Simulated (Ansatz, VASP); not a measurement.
## Al in VASP and in Ansatz

```xyz
2
Lattice="2.8926 0.0000 0.0000 -1.4463 2.5051 0.0000 0.0000 0.0000 4.6534" Properties=species:S:1:pos:R:3 pbc="T T T"
Al    0.0000    1.6701    1.1633
Al    1.4463    0.8350    3.4900
```

Alike in both runs: functional revPBE; k mesh 13 × 13 × 7; occupations fermi-dirac, width 0.1 eV; no spin polarisation.

Ansatz relaxed the structure, and its values are those at the end. VASP's run is a single point on that final structure, the one shown.

|  | VASP | Ansatz |
| --- | --- | --- |
| version | VASP 6.6.1 | Ansatz 0.2.0 |
| potentials or method | VASP PAW PBE potentials, release 64 (Al), cutoff 520 eV | plane waves (420 eV) with PAW, scalar-relativistic |
| valence electrons in the cell | 6 | 6 |

Ansatz gave:

| Item | Value |
| --- | --- |
| pressure (GPa) | 0.0 |

Problem. Which values does VASP return?

Solution. Pressure (GPa): -0.1.

VASP's potentials were made for PBE, not for revPBE.
